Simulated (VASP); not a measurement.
# BN (P1) in VASP: a series of runs, part 2 of 2

VASP 6.6.1.

## Step 4: Single point, PBE (mode 4 frozen in at -0.017 Å and mode 5 at -0.034 Å (largest displacements))

INCAR reads:

```
PREC = Accurate
ENCUT = 520
EDIFF = 1E-6
ISMEAR = 0
SIGMA = 0.05
LREAL = False
LASPH = True
NELM = 100
ALGO = Normal
ISIF = 2
LWAVE = False
LCHARG = True
GGA = PE
LELF = True
LVHAR = True
NBANDS = 16
```

KPOINTS reads:

```
regular mesh
0
Gamma
  6 6 6
```

POSCAR reads:

```
BN
1.0
    0.0000000000     -1.8123937734     -1.8123937734
   -1.8123937734      0.0000000000     -1.8123937734
    1.8123937734      1.8123937734     -3.6247875468
B N
2 2
Direct
    0.0130223615      0.0025903983      0.0000000000
    0.4869776385      0.4974096017      0.5000000000
    0.3883266332      0.3776509238      0.8750000000
    0.8616733668      0.8723490762      0.3750000000
```

Potentials or basis: VASP PAW PBE potentials, release 64 (B, N).

Launch:

```sh
$ cat potpaw_PBE.64/B/POTCAR potpaw_PBE.64/N/POTCAR > POTCAR
$ mpirun -np 1 vasp_std > vasp.out
```

OUTCAR:

```text
PREC = Accurate
   ENCUT = 520
   EDIFF = 1E-6
   ISMEAR = 0
   LREAL = False
   LASPH = True
   NELM = 100
   ISIF = 2
   GGA = PE

 ion  position               nearest neighbor table
   1  0.013  0.003  0.000-   3 1.57   3 1.57   3 1.57   4 1.57
   2  0.487  0.497  0.500-   4 1.57   4 1.57   4 1.57   3 1.57
   3  0.388  0.378  0.875-   1 1.57   1 1.57   1 1.57   2 1.57
   4  0.862  0.872  0.375-   2 1.57   2 1.57   2 1.57   1 1.57

  LATTYP: Found a trigonal (rhomboedric) cell.
 ALAT       =     4.4394399578
 COS(alpha) =     0.8333333333

  Lattice vectors:

 A1 = (   1.8123937734,   3.6247875468,  -1.8123937734)
 A2 = (   3.6247875468,   1.8123937734,  -1.8123937734)
 A3 = (   1.8123937734,   1.8123937734,  -3.6247875468)

Analysis of symmetry for initial positions (statically):
=====================================================================
 Subroutine PRICEL returns:
 Original cell was already a primitive cell.

 Routine SETGRP: Setting up the symmetry group for a
 trigonal (rhombohedral) supercell.

 Subroutine GETGRP returns: Found  1 space group operations
 (whereof  1 operations were pure point group operations)
 out of a pool of 12 trial point group operations.

The static configuration has the point symmetry C_1 .

Analysis of symmetry for dynamics (positions and initial velocities):
=====================================================================
 Subroutine PRICEL returns:
 Original cell was already a primitive cell.

 Routine SETGRP: Setting up the symmetry group for a
 trigonal (rhombohedral) supercell.

 Subroutine GETGRP returns: Found  1 space group operations
 (whereof  1 operations were pure point group operations)
 out of a pool of 12 trial point group operations.

The dynamic configuration has the point symmetry C_1 .

 Subroutine INISYM returns: Found  1 space group operations
 (whereof  1 operations are pure point group operations),
 and found     1 'primitive' translations

----------------------------------------------------------------------------------------

                                     Primitive cell

  volume of cell :      23.8132

  direct lattice vectors                    reciprocal lattice vectors
     0.000000000 -1.812393773 -1.812393773     0.137939119 -0.413817356 -0.137939119
    -1.812393773  0.000000000 -1.812393773    -0.413817356  0.137939119 -0.137939119
     1.812393773  1.812393773 -3.624787547     0.137939119  0.137939119 -0.137939119

  length of vectors
     2.563111855  2.563111855  4.439439958     0.457492301  0.457492301  0.238917562

  position of ions in fractional coordinates (direct lattice)
     0.013022361  0.002590398  0.000000000
     0.486977639  0.497409602  0.500000000
     0.388326633  0.377650924  0.875000000
     0.861673367  0.872349076  0.375000000

  ion indices of the primitive-cell ions
   primitive index   ion index
                 1           1
                 2           2
                 3           3
                 4           4

----------------------------------------------------------------------------------------

 KPOINTS: regular mesh

[... 21 lines left out ...]

 Following reciprocal coordinates:
            Coordinates               Weight
  0.000000  0.000000  0.000000      1.000000
  0.166667  0.000000  0.000000      2.000000
  0.000000  0.166667  0.000000      2.000000
 -0.166667 -0.166667 -0.166667      2.000000
  0.333333  0.000000 -0.000000      2.000000
  0.000000  0.333333 -0.000000      2.000000
[... 16 lines left out ...]
 -0.166667  0.500000 -0.000000      2.000000
 -0.333333  0.500000  0.500000      2.000000
 [... further k-points ...]
   k-points           NKPTS =    112   k-points in BZ     NKDIM =    112   number of bands    NBANDS=     16
   number of dos      NEDOS =    301   number of ions     NIONS =      4
   total plane-waves  NPLWV =  14400
   dimension x,y,z NGX =    20 NGY =   20 NGZ =   36
   dimension x,y,z NGXF=    40 NGYF=   40 NGZF=   72
   ions per type =               2   2
   NGX,Y,Z   is equivalent  to a cutoff of  12.97, 12.97, 13.48 a.u.
   NGXF,Y,Z  is equivalent  to a cutoff of  25.94, 25.94, 26.96 a.u.
 SYSTEM =  unknown system
   PREC   = accura    normal or accurate (medium, high low for compatibility)
   ISTART =      0    job   : 0-new  1-cont  2-samecut
   ICHARG =      2    charge: 1-file 2-atom 10-const
   ISPIN  =      1    spin polarized calculation?
   LNONCOLLINEAR =      F non collinear calculations
   LSORBIT =      F    spin-orbit coupling
   LASPH  =      T    aspherical Exc in radial PAW
   ENCUT  =  520.0 eV  38.22 Ry    6.18 a.u.   4.77  4.77  8.25*2*pi/ulx,y,z
   NELM   =    100;   NELMIN=  2; NELMDL= -5     # of ELM steps
   EDIFF  = 0.1E-05   stopping-criterion for ELM
   LREAL  =      F    real-space projection
   EDIFFG = 0.1E-04   stopping-criterion for IOM
   NSW    =      0    number of steps for IOM
   IBRION =     -1    ionic relax: 0-MD 1-quasi-New 2-CG
   NFREE  =      0    steps in history (QN), initial steepest desc. (CG)
   ISIF   =      2    stress and relaxation
   ISYM   =      2    0-nonsym 1-usesym 2-fastsym
   POTIM  = 0.5000    time-step for ionic-motion
   TEBEG  =    0.0;   TEEND  =   0.0 temperature during run
   PSTRESS=    0.0 pullay stress
   NELECT =      16.0000    total number of electrons
   NUPDOWN=      -1.0000    fix difference up-down
   EMIN   =  10.00;   EMAX   =-10.00  energy-range for DOS
   EFERMI =   0.00;   METHOD = LEGACY
   ISMEAR =     0;   SIGMA  =   0.05  broadening in eV -4-tet -1-fermi 0-gaus
   EFERMI_NEDOS =   21; number of points for ismear=-14 and -15
   IALGO  =     38    algorithm
   IMIX   =      4    mixing-type and parameters
     AMIX     =   0.40;   BMIX     =  1.00
     AMIX_MAG =   1.60;   BMIX_MAG =  1.00
  volume/ion in A,a.u.               =       5.95        40.17
  Fermi-wavevector in a.u.,A,eV,Ry     =   1.433867  2.709616 27.973240  2.055975
  Thomas-Fermi vector in A             =   2.553338
   LORBIT       =      0    0 simple, 1 ext, 2 COOP (PROOUT), +10 PAW based schemes
   GGA     = PE    functional components
   LHFCALC =     F    Hartree Fock is set to
   AEXX    =    0.0000 exact exchange contribution
   IVDW    =     0    specifies the selected vdW correction
   LEPSILON=     F    determine dielectric tensor
   LRPA    =     F    only Hartree local field effects (RPA)
 non-spin polarized calculation
 Gauss-broadening in eV      SIGMA  =   0.05
  energy-cutoff  :      520.00
  volume of cell :       23.81
 maximum number of plane-waves:       663
   NGX =  9   NGY =  9   NGZ = 17

 number of electron      16.0000002 magnetization

 Free energy of the ion-electron system (eV)
  ---------------------------------------------------
  ext. energy  EPLUGINS =         0.00000000
  ---------------------------------------------------
  free energy    TOTEN  =       -34.86799715 eV

  energy without entropy =      -34.86799715  energy(sigma->0) =      -34.86799715

 E-fermi :   7.5462     XC(G=0): -12.7834

 val. band max:        7.3240467925   @ k =   0.0000   0.0000   0.0000
 cond. band min:      11.7475272567   @ k =   0.5000   0.5000   0.0000
 fundamental gap:      4.4234804642
 Fermi energy:         7.5461571735

 k-point     1 :       0.0000    0.0000    0.0000
  band No.  band energies     occupation
      1     -12.8331      2.00000
      2      -8.6520      2.00000
      3      -3.3066      2.00000
      4       5.3866      2.00000
      5       5.3915      2.00000
      6       7.2878      2.00000
[... 433 lines left out ...]
      3      -1.5966      2.00000
      4      -0.1062      2.00000
      5       1.2814      2.00000
      6       1.9223      2.00000
[... 8 lines left out ...]
     15      22.7403      0.00000
     16      23.5861      0.00000

 [... further k-points ...]

------------------------ aborting loop because EDIFF is reached ----------------------------------------

  FORCE on cell =-STRESS in cart. coord.  units (eV):
  Direction    XX          YY          ZZ          XY          YZ          ZX
  --------------------------------------------------------------------------------------
  -------------------------------------------------------------------------------------
  Total        0.0742199      0.0171456     -0.0089173      0.0013251     -0.0168658     -0.0063001
  in kB        4.9935976      1.1535731     -0.5999669      0.0891525     -1.1347470     -0.4238744
  external PRESSURE =       1.8490679 kB  Pullay stress =       0.0000000 kB

 VOLUME and BASIS-vectors are now :
 -----------------------------------------------------------------------------
  energy-cutoff  :      520.00
  volume of cell :       23.81
      direct lattice vectors                 reciprocal lattice vectors
     0.000000000 -1.812393773 -1.812393773     0.137939119 -0.413817356 -0.137939119
    -1.812393773  0.000000000 -1.812393773    -0.413817356  0.137939119 -0.137939119
     1.812393773  1.812393773 -3.624787547     0.137939119  0.137939119 -0.137939119

 POSITION                                       TOTAL-FORCE (eV/Angst)
 -----------------------------------------------------------------------------------
     -0.00469     -0.02360     -0.02830         0.044407      0.216703      0.263480
      0.00469      0.02360     -3.59649        -0.042358     -0.219184     -0.258951
      0.90139      0.88204     -4.55994         0.056752      0.291223      0.345121
     -0.90139     -0.88204     -4.50203        -0.058802     -0.288742     -0.349650
 -----------------------------------------------------------------------------------
    total drift:                               -0.000035      0.000005      0.000035

  FREE ENERGIE OF THE ION-ELECTRON SYSTEM (eV)
  ---------------------------------------------------
  free  energy   TOTEN  =       -34.8679971451 eV

  energy  without entropy=      -34.8679971451  energy(sigma->0) =      -34.86799715
```

Wall time 19 s (1 thread of Intel Xeon 6975P-C (Granite Rapids), shared host); peak memory 0.15 GiB.

Results:

| Property | Result |
| --- | --- |
| Free energy | -34.8680 eV |
| Pressure | 0.2 GPa |
| Largest force | 0.457 eV/Å |
| Band gap on the k mesh | 4.42 eV |

Forces in eV/Å, atoms in the order of the input:
```
B    0.044  0.217  0.263
B   -0.042 -0.219 -0.259
N    0.057  0.291  0.345
N   -0.059 -0.289 -0.350
```

Levels at points of the mesh, in eV from the valence-band top:
```csv
k point,band 4,band 5,band 6,band 7,band 8,band 9,band 10,band 11,band 12,band 13
"(0.00, 0.00, 0.00)",-1.94,-1.93,-0.04,-0.02,0.00,8.71,8.75,8.77,10.07,10.12
"(0.50, 0.00, 0.00)",-8.67,-5.23,-5.02,-3.64,-3.63,7.43,7.54,12.60,13.27,14.14
"(0.00, 0.50, 0.00)",-8.70,-5.16,-5.12,-3.63,-3.63,7.48,7.50,12.82,12.96,14.25
"(0.50, 0.50, 0.50)",-8.66,-5.24,-4.99,-3.65,-3.63,7.41,7.55,12.55,13.36,14.15
"(0.50, 0.50, 0.00)",-8.88,-4.88,-4.87,-1.95,-1.93,4.42,9.12,10.00,10.64,10.67
"(0.00, 0.50, 0.50)",-8.88,-4.88,-4.87,-1.97,-1.92,4.43,9.19,9.99,10.63,10.64
"(0.50, 0.00, 0.50)",-8.88,-4.88,-4.87,-1.95,-1.93,4.43,9.14,10.00,10.63,10.67
"(0.00, 0.00, 0.50)",-5.46,-1.21,-1.21,-1.06,-1.06,9.40,9.43,10.10,10.17,10.51
```

Caveat: the k points lie up to 0.48 Å⁻¹ apart; the cell differs from its parent crystal (mode 4 frozen in at -0.017 Å and mode 5 at -0.034 Å (largest displacements)).

## Step 5: Single point, PBE (mode 4 frozen in at -0.034 Å and mode 5 at +0.017 Å (largest displacements))

INCAR reads:

```
SYSTEM = BN
ALGO = Normal
EDIFF = 1E-6
ENCUT = 520
GGA = PE
ISIF = 2
ISMEAR = 0
LASPH = .TRUE.
LCHARG = .TRUE.
LELF = .TRUE.
LREAL = .FALSE.
LVHAR = .TRUE.
LWAVE = .FALSE.
NBANDS = 16
NELM = 60
PREC = Accurate
SIGMA = 0.05
```

KPOINTS reads:

```
k-points
0
G
  6 6 6
  0 0 0
```

POSCAR reads:

```
BN
1.0
    0.0000000000     -1.8123937734     -1.8123937734
   -1.8123937734      0.0000000000     -1.8123937734
    1.8123937734      1.8123937734     -3.6247875468
B N
2 2
Direct
   -0.0105095983      0.0165324950      0.0000000000
    0.5105095983      0.4834675050      0.5000000000
    0.3642448416      0.3919187821      0.8750000000
    0.8857551584      0.8580812179      0.3750000000
```

Launch:

```sh
$ cat potpaw_PBE.64/B/POTCAR potpaw_PBE.64/N/POTCAR > POTCAR
$ mpirun -np 1 vasp_std > vasp.out
```

Wall time 17 s (1 thread of Intel Xeon 6975P-C (Granite Rapids), shared host); peak memory 0.15 GiB.

The run converged. Its results:

```
Free energy            : -34.8680 eV
Pressure               : 0.2 GPa
Largest force          : 0.458 eV/Å
Band gap on the k mesh : 4.42 eV
```

Forces on the atoms (eV/Å):
```
B    0.274 -0.176  0.100
B   -0.279  0.176 -0.101
N    0.370 -0.234  0.135
N   -0.365  0.235 -0.134
```

Stress tensor (GPa, compression positive):
```
-0.13  0.10 -0.07
 0.10  0.26  0.00
-0.07  0.00  0.43
```

Levels at points of the mesh, in eV from the valence-band top:
```csv
k point,band 6,band 7,band 8,band 9,band 10,band 11
"(0.00, 0.00, 0.00)",-0.04,-0.02,0.00,8.71,8.76,8.77
"(0.50, 0.00, 0.00)",-5.04,-3.64,-3.63,7.44,7.53,12.64
"(0.00, 0.50, 0.00)",-4.98,-3.65,-3.63,7.41,7.56,12.54
"(0.50, 0.50, 0.50)",-5.09,-3.63,-3.62,7.46,7.52,12.74
"(0.50, 0.50, 0.00)",-4.87,-1.96,-1.92,4.43,9.18,9.99
"(0.00, 0.50, 0.50)",-4.87,-1.95,-1.93,4.42,9.11,10.01
"(0.50, 0.00, 0.50)",-4.87,-1.96,-1.92,4.43,9.16,9.99
"(0.00, 0.00, 0.50)",-1.21,-1.06,-1.06,9.39,9.44,10.07
```

Caveat: the k points lie up to 0.48 Å⁻¹ apart; the cell differs from its parent crystal (mode 4 frozen in at -0.034 Å and mode 5 at +0.017 Å (largest displacements)).

## Step 6: Single point, PBE (mode 4 frozen in at -0.034 Å and mode 5 at +0.051 Å (largest displacements))

INCAR reads:

```
SYSTEM = BN
PREC     = Accurate       ! precision mode
ENCUT    = 520            ! plane-wave cutoff, eV
EDIFF    = 1E-6           ! SCF threshold, eV
ISMEAR   = 0              ! smearing method
SIGMA    = 0.05           ! smearing width, eV
LREAL    = .False.        ! projectors in reciprocal space
LASPH    = .True.         ! aspherical terms in the spheres
NELM     = 100            ! most SCF steps
ALGO     = Normal         ! electronic algorithm
ISIF     = 2              ! what is computed and relaxed
LWAVE    = .False.        ! write WAVECAR
LCHARG   = .False.        ! write CHGCAR
GGA      = PE             ! functional
NBANDS   = 16             ! bands
```

KPOINTS reads:

```
Automatic mesh
0
Gamma
  6 6 6
  0 0 0
```

POSCAR reads:

```
BN
1.0
    0.0000000000     -1.8123937734     -1.8123937734
   -1.8123937734      0.0000000000     -1.8123937734
    1.8123937734      1.8123937734     -3.6247875468
B N
2 2
Direct
   -0.0251313268      0.0210731744      0.0000000000
    0.5251313268      0.4789268256      0.5000000000
    0.3492814717      0.3965655558      0.8750000000
    0.9007185283      0.8534344442      0.3750000000
```

Potentials or basis: VASP PAW PBE potentials, release 64 (B, N).

Launch:

```sh
$ cat potpaw_PBE.64/B/POTCAR potpaw_PBE.64/N/POTCAR > POTCAR
$ mpirun -np 1 vasp_std > vasp.out
```

Wall time 17 s (1 thread of Intel Xeon 6975P-C (Granite Rapids), shared host); peak memory 0.16 GiB.

It converged, with:

```yaml
Free_energy: -34.8199 eV
Pressure: 0.1 GPa
Largest_force: 0.740 eV/Å
Band_gap_on_the_k_mesh: 4.38 eV
```

Forces on the atoms (eV/Å):
```
B    0.351 -0.422 -0.073
B   -0.352  0.416  0.062
N    0.471 -0.557 -0.086
N   -0.470  0.563  0.096
```

Stress tensor (GPa, compression positive):
```
-0.09  0.36 -0.09
 0.36 -0.53 -0.18
-0.09 -0.18  0.92
```

Levels at points of the mesh, in eV from the valence-band top:
```tsv
k point	band 6	band 7	band 8	band 9	band 10	band 11
(0.00, 0.00, 0.00)	-0.09	-0.06	0.00	8.62	8.71	8.76
(0.50, 0.00, 0.00)	-4.91	-3.68	-3.65	7.31	7.54	12.23
(0.00, 0.50, 0.00)	-4.96	-3.67	-3.64	7.34	7.53	12.28
(0.50, 0.50, 0.50)	-5.14	-3.63	-3.63	7.43	7.47	12.60
(0.50, 0.50, 0.00)	-4.87	-2.03	-1.92	4.41	9.20	9.90
(0.00, 0.50, 0.50)	-4.89	-2.00	-1.93	4.39	9.07	9.93
(0.50, 0.00, 0.50)	-4.88	-1.98	-1.94	4.38	9.02	9.95
(0.00, 0.00, 0.50)	-1.28	-1.04	-1.04	9.20	9.26	10.00
```

Caveat: the k points lie up to 0.48 Å⁻¹ apart; the cell differs from its parent crystal (mode 4 frozen in at -0.034 Å and mode 5 at +0.051 Å (largest displacements)). A k mesh can miss the band edges.
